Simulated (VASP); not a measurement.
# MnS in VASP: single point with PBE+U

Aim: the single point of MnS with PBE+U.

Everything below comes from runs of VASP 6.6.1. Logs are shortened: lines on timing, memory, paths and dates and some standing lists are left out, and cuts for length are marked.

### 1 The cell of the first run

The typed cell holds 4 atoms: a = 3.954 Å, b = 3.954 Å, c = 6.343 Å, α = 90.00°, β = 90.00°, γ = 120.00°.

### 2 Single point, PBE+U, collinear spin, ferromagnetic start

INCAR

```
SYSTEM = MnS
ALGO = Normal
EDIFF = 1E-7
ENCUT = 520
GGA = PE
ISIF = 2
ISMEAR = 0
ISPIN = 2
LASPH = .TRUE.
LCHARG = .FALSE.
LDAU = .TRUE.
LDAUJ = 0 0
LDAUL = 2 -1
LDAUPRINT = 1
LDAUTYPE = 2
LDAUU = 4 0
LMAXMIX = 4
LORBIT = 11
LREAL = .FALSE.
LWAVE = .FALSE.
MAGMOM = 5 5 0 0
NBANDS = 31
NELM = 150
PREC = Accurate
SIGMA = 0.05
```

KPOINTS

```
k-points
0
G
  6 6 3
  0 0 0
```

POSCAR

```
MnS
1.0
    3.9535775800      0.0000000000      0.0000000000
   -1.9767887900      3.4238986200      0.0000000000
    0.0000000000      0.0000000000      6.3425299100
Mn S
2 2
Direct
    0.3333333300      0.6666666700      0.9988446700
    0.6666666700      0.3333333300      0.4988614400
    0.6666666700      0.3333333300      0.1261543000
    0.3333333300      0.6666666700      0.6261406000
```

Potentials or basis: VASP PAW PBE potentials, release 64 (Mn_pv, S).

On the command line:

```
$ cat potpaw_PBE.64/Mn_pv/POTCAR potpaw_PBE.64/S/POTCAR > POTCAR
$ mpirun -np 1 vasp_std > vasp.out
```

OUTCAR:

```text
SYSTEM = MnS
   EDIFF = 1E-7
   ENCUT = 520
   GGA = PE
   ISIF = 2
   ISMEAR = 0
   ISPIN = 2
   LASPH = .TRUE.
   LORBIT = 11
   LREAL = .FALSE.
   NELM = 150
   PREC = Accurate

 ion  position               nearest neighbor table
   1  0.333  0.667  0.999-   4 2.36   3 2.42   3 2.42   3 2.42
   2  0.667  0.333  0.499-   3 2.36   4 2.42   4 2.42   4 2.42
   3  0.667  0.333  0.126-   2 2.36   1 2.42   1 2.42   1 2.42
   4  0.333  0.667  0.626-   1 2.36   2 2.42   2 2.42   2 2.42

  LATTYP: Found a hexagonal cell.
 ALAT       =     3.9535775800
 C/A-ratio  =     1.6042507784

  Lattice vectors:

 A1 = (   3.9535775800,   0.0000000000,   0.0000000000)
 A2 = (  -1.9767887900,   3.4238986200,   0.0000000000)
 A3 = (   0.0000000000,   0.0000000000,   6.3425299100)

Analysis of symmetry for initial positions (statically):
=====================================================================
 Subroutine PRICEL returns:
 Original cell was already a primitive cell.

 Routine SETGRP: Setting up the symmetry group for a
 hexagonal supercell.

 Subroutine GETGRP returns: Found  6 space group operations
 (whereof  6 operations were pure point group operations)
 out of a pool of 24 trial point group operations.

The static configuration has the point symmetry C_3v.

Analysis of symmetry for dynamics (positions and initial velocities):
=====================================================================
 Subroutine PRICEL returns:
 Original cell was already a primitive cell.

 Routine SETGRP: Setting up the symmetry group for a
 hexagonal supercell.

 Subroutine GETGRP returns: Found  6 space group operations
 (whereof  6 operations were pure point group operations)
 out of a pool of 24 trial point group operations.

The dynamic configuration has the point symmetry C_3v.

Analysis of structural, dynamic, and magnetic symmetry:
=====================================================================
 Subroutine PRICEL returns:
 Original cell was already a primitive cell.

 Routine SETGRP: Setting up the symmetry group for a
 hexagonal supercell.

 Subroutine GETGRP returns: Found  6 space group operations
 (whereof  6 operations were pure point group operations)
 out of a pool of 24 trial point group operations.

The overall configuration has the point symmetry C_3v.

 Subroutine INISYM returns: Found  6 space group operations
 (whereof  6 operations are pure point group operations),
 and found     1 'primitive' translations

----------------------------------------------------------------------------------------

                                     Primitive cell

  volume of cell :      85.8566

  direct lattice vectors                    reciprocal lattice vectors
     3.953577580  0.000000000  0.000000000     0.252935469  0.146032361  0.000000000
    -1.976788790  3.423898620  0.000000000     0.000000000  0.292064722  0.000000000
     0.000000000  0.000000000  6.342529910     0.000000000  0.000000000  0.157665792

  length of vectors
     3.953577580  3.953577580  6.342529910     0.292064722  0.292064722  0.157665792

[... 144 lines left out ...]
  o =  0.0175  v =  0.0000  0.0000  0.0000  0.0000  0.0000 -0.5912  0.0000  0.0000 -0.8066  0.0000      0.0000  0.0000  0.0000  0.0000  0.0000  0.0000  0.0000  0.0000  0.0000  0.0000
  o =  0.0592  v =  0.0000  0.0000  0.0000  0.0000  0.0000 -0.0000  0.5912 -0.0000  0.0000 -0.8066      0.0000  0.0000  0.0000  0.0000  0.0000  0.0000  0.0000  0.0000  0.0000  0.0000
  o =  0.0592  v =  0.0000  0.0000  0.0000  0.0000  0.0000  0.8066  0.0000 -0.0000 -0.5912 -0.0000      0.0000  0.0000  0.0000  0.0000  0.0000  0.0000  0.0000  0.0000  0.0000  0.0000
  o =  0.0666  v =  0.0000  0.0000  0.0000  0.0000  0.0000  0.0000 -0.0000 -1.0000 -0.0000  0.0000      0.0000  0.0000  0.0000  0.0000  0.0000  0.0000  0.0000  0.0000  0.0000  0.0000
  o =  0.9332  v = -0.0000 -0.8243 -0.0000 -0.0000 -0.5662  0.0000  0.0000  0.0000  0.0000  0.0000      0.0000  0.0000  0.0000  0.0000  0.0000  0.0000  0.0000  0.0000  0.0000  0.0000
  o =  0.9332  v =  0.5662 -0.0000 -0.0000  0.8243 -0.0000  0.0000  0.0000  0.0000  0.0000  0.0000      0.0000  0.0000  0.0000  0.0000  0.0000  0.0000  0.0000  0.0000  0.0000  0.0000
  o =  0.9392  v =  0.0000 -0.5662  0.0000 -0.0000  0.8243  0.0000  0.0000  0.0000  0.0000  0.0000      0.0000  0.0000  0.0000  0.0000  0.0000  0.0000  0.0000  0.0000  0.0000  0.0000
  o =  0.9392  v =  0.8243  0.0000 -0.0000 -0.5662 -0.0000  0.0000  0.0000  0.0000  0.0000  0.0000      0.0000  0.0000  0.0000  0.0000  0.0000  0.0000  0.0000  0.0000  0.0000  0.0000
  o =  0.9398  v =  0.0000 -0.0000 -1.0000 -0.0000  0.0000  0.0000  0.0000  0.0000  0.0000  0.0000      0.0000  0.0000  0.0000  0.0000  0.0000  0.0000  0.0000  0.0000  0.0000  0.0000

atom =   2  type =  1  l = 2

 onsite density matrix

spin component  1

  0.9373 -0.0000 -0.0000  0.0028  0.0000
 -0.0000  0.9351 -0.0000  0.0000  0.0028
 -0.0000 -0.0000  0.9398  0.0000 -0.0000
  0.0028  0.0000  0.0000  0.9351  0.0000
  0.0000  0.0028 -0.0000  0.0000  0.9373

spin component  2

  0.0446  0.0000 -0.0000  0.0199 -0.0000
  0.0000  0.0321 -0.0000  0.0000  0.0199
 -0.0000 -0.0000  0.0666  0.0000 -0.0000
  0.0199  0.0000  0.0000  0.0321 -0.0000
 -0.0000  0.0199 -0.0000 -0.0000  0.0446

 occupancies and eigenvectors

  o =  0.0175  v =  0.0000  0.0000  0.0000  0.0000  0.0000 -0.0000  0.8066 -0.0000  0.0000 -0.5911      0.0000  0.0000  0.0000  0.0000  0.0000  0.0000  0.0000  0.0000  0.0000  0.0000
  o =  0.0175  v =  0.0000  0.0000  0.0000  0.0000  0.0000  0.5911  0.0000 -0.0000 -0.8066 -0.0000      0.0000  0.0000  0.0000  0.0000  0.0000  0.0000  0.0000  0.0000  0.0000  0.0000
  o =  0.0592  v =  0.0000  0.0000  0.0000  0.0000  0.0000 -0.0000 -0.5911 -0.0000 -0.0000 -0.8066      0.0000  0.0000  0.0000  0.0000  0.0000  0.0000  0.0000  0.0000  0.0000  0.0000
  o =  0.0592  v =  0.0000  0.0000  0.0000  0.0000  0.0000  0.8066 -0.0000 -0.0000  0.5911 -0.0000      0.0000  0.0000  0.0000  0.0000  0.0000  0.0000  0.0000  0.0000  0.0000  0.0000
  o =  0.0666  v =  0.0000  0.0000  0.0000  0.0000  0.0000  0.0000  0.0000 -1.0000  0.0000  0.0000      0.0000  0.0000  0.0000  0.0000  0.0000  0.0000  0.0000  0.0000  0.0000  0.0000
  o =  0.9332  v =  0.0000  0.8243 -0.0000 -0.0000 -0.5662  0.0000  0.0000  0.0000  0.0000  0.0000      0.0000  0.0000  0.0000  0.0000  0.0000  0.0000  0.0000  0.0000  0.0000  0.0000
  o =  0.9332  v = -0.5662  0.0000 -0.0000  0.8243 -0.0000  0.0000  0.0000  0.0000  0.0000  0.0000      0.0000  0.0000  0.0000  0.0000  0.0000  0.0000  0.0000  0.0000  0.0000  0.0000
  o =  0.9392  v = -0.0000  0.5662  0.0000 -0.0000  0.8243  0.0000  0.0000  0.0000  0.0000  0.0000      0.0000  0.0000  0.0000  0.0000  0.0000  0.0000  0.0000  0.0000  0.0000  0.0000
  o =  0.9392  v =  0.8243  0.0000  0.0000  0.5662  0.0000  0.0000  0.0000  0.0000  0.0000  0.0000      0.0000  0.0000  0.0000  0.0000  0.0000  0.0000  0.0000  0.0000  0.0000  0.0000
  o =  0.9398  v = -0.0000 -0.0000  1.0000 -0.0000 -0.0000  0.0000  0.0000  0.0000  0.0000  0.0000      0.0000  0.0000  0.0000  0.0000  0.0000  0.0000  0.0000  0.0000  0.0000  0.0000

 number of electron      37.9999986 magnetization       9.9999993

 Free energy of the ion-electron system (eV)
  ---------------------------------------------------
  ext. energy  EPLUGINS =         0.00000000
  ---------------------------------------------------
  free energy    TOTEN  =       -25.77397216 eV

  energy without entropy =      -25.77397216  energy(sigma->0) =      -25.77397216

 E-fermi :   4.7227     XC(G=0):  -9.3800

 val. band max:        4.4610541306   @ k =   0.0000   0.0000   0.0000
 cond. band min:       5.9045549140   @ k =   0.5000  -0.0000   0.0000
 fundamental gap:      1.4435007834
 Fermi energy:         4.7226955363

 spin component 1

 k-point     1 :       0.0000    0.0000    0.0000
  band No.  band energies     occupation
      1     -46.1374      1.00000
      2     -46.1374      1.00000
      3     -46.1367      1.00000
      4     -46.1367      1.00000
      5     -46.1322      1.00000
      6     -46.1282      1.00000
[... 567 lines left out ...]
     30      11.2194      0.00000
     31      13.1769      0.00000
 Fermi energy:         4.7226955363

 spin component 2

 k-point     1 :       0.0000    0.0000    0.0000
  band No.  band energies     occupation
      1     -41.3026      1.00000
      2     -41.2994      1.00000
      3     -41.2994      1.00000
      4     -41.2984      1.00000
      5     -41.2984      1.00000
      6     -41.2968      1.00000
[... 567 lines left out ...]
     30      12.4099      0.00000
     31      14.2383      0.00000

------------------------ aborting loop because EDIFF is reached ----------------------------------------

  FORCE on cell =-STRESS in cart. coord.  units (eV):
  Direction    XX          YY          ZZ          XY          YZ          ZX
  --------------------------------------------------------------------------------------
  -------------------------------------------------------------------------------------
  Total        3.3008083      3.3008083      4.9078503      0.0000000      0.0000000      0.0000000
  in kB       61.5966658     61.5966658     91.5858123      0.0000000      0.0000000      0.0000000
  external PRESSURE =      71.5930480 kB  Pullay stress =       0.0000000 kB

 VOLUME and BASIS-vectors are now :
 -----------------------------------------------------------------------------
  energy-cutoff  :      520.00
  volume of cell :       85.86
      direct lattice vectors                 reciprocal lattice vectors
     3.953577580  0.000000000  0.000000000     0.252935469  0.146032361  0.000000000
    -1.976788790  3.423898620  0.000000000     0.000000000  0.292064722  0.000000000
     0.000000000  0.000000000  6.342529910     0.000000000  0.000000000  0.157665792

 POSITION                                       TOTAL-FORCE (eV/Angst)
 -----------------------------------------------------------------------------------
     -0.00000      2.28260      6.33520         0.000000     -0.000000      0.358838
      1.97679      1.14130      3.16404        -0.000000      0.000000      0.357994
      1.97679      1.14130      0.80014         0.000000     -0.000000     -0.358699
     -0.00000      2.28260      3.97132         0.000000     -0.000000     -0.358132
 -----------------------------------------------------------------------------------
    total drift:                                0.000000      0.000001      0.001684

  FREE ENERGIE OF THE ION-ELECTRON SYSTEM (eV)
  ---------------------------------------------------
  free  energy   TOTEN  =       -25.7739721562 eV

  energy  without entropy=      -25.7739721562  energy(sigma->0) =      -25.77397216

 total charge

# of ion       s       p       d       tot
------------------------------------------
    1        0.270   6.228   4.886  11.383
    2        0.270   6.228   4.886  11.383
    3        1.312   2.504   0.000   3.816
    4        1.312   2.504   0.000   3.816
--------------------------------------------------
tot          3.164  17.464   9.772  30.399

 magnetization (x)

# of ion       s       p       d       tot
------------------------------------------
    1        0.047   0.064   4.455   4.566
    2        0.047   0.064   4.455   4.566
    3        0.007   0.027   0.000   0.034
    4        0.007   0.027   0.000   0.034
--------------------------------------------------
tot          0.108   0.182   8.909   9.199
```

It took 2.9 min on 1 thread of Intel Xeon 8259CL, shared host; peak memory 0.26 GiB.

Results:

```
Free energy                                           : -25.7740 eV
Pressure                                              : 7.2 GPa
Largest force                                         : 0.359 eV/Å
Band gap on the k mesh                                : 1.44 eV (least direct gap 1.51 eV)
Net moment                                            : 10.00 μB per cell
Site moments                                          : Mn +4.57; S +0.03 μB
Valence electrons inside the program's atomic spheres : Mn 11.38; S 3.82
```

Forces on the atoms (eV/Å):
```
Mn   0.000  0.000  0.359
Mn   0.000  0.000  0.358
S    0.000  0.000 -0.359
S    0.000  0.000 -0.358
```

Eigenvalues of the final occupation matrices:
```
    site  spin  trace               eigenvalues
site 1 d     1   4.68  0.93 0.93 0.94 0.94 0.94
site 1 d     2   0.22  0.02 0.02 0.06 0.06 0.07
site 2 d     1   4.68  0.93 0.93 0.94 0.94 0.94
site 2 d     2   0.22  0.02 0.02 0.06 0.06 0.07
```

Caveat: the cell stands under pressure; the run started ferromagnetic, and an antiferromagnetic order may lie lower in energy. The state reached can hang on the start; a lower one may exist.
